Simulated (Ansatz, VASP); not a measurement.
## One calculation of NaCl, two programs

```xyz
2
Lattice="-0.0374 2.7653 2.7653 2.7653 -0.0374 2.7653 2.7653 2.7653 -0.0374" Properties=species:S:1:pos:R:3 pbc="T T T"
Na    0.0000    0.0000    0.0000
Cl    2.7466    2.7466    2.7466
```

Change from the starting cell: shear_111 strain -2.0%.

Alike in both runs: task single point; functional HSE06; k mesh 6 × 6 × 6; no spin polarisation.

|  | VASP | Ansatz |
| --- | --- | --- |
| version | VASP 6.6.1 | Ansatz 0.2.0 |
| potentials or method | VASP PAW PBE potentials, release 64 (Na_pv, Cl) | plane waves, PAW |
| plane-wave cutoff (eV) | 520 | 420 |
| occupations | gaussian, width 0.01 eV | fixed |
| valence electrons in the cell | 14 | 16 |

```csv
,VASP,Ansatz,Ansatz less VASP
gap on the k mesh at the Fermi level (eV),6.58,6.59,+0.009
pressure (GPa),1.3,1.3,-0.02
"traceless stress, the component that is largest in VASP (GPa)",0.17,0.17,+0.001
```

VASP's potentials hold 14 valence electrons a cell and Ansatz's 16, so a difference there can come from the potentials and not from the codes. Ansatz's warnings: stress exchange threshold loose, stress scf threshold loose.
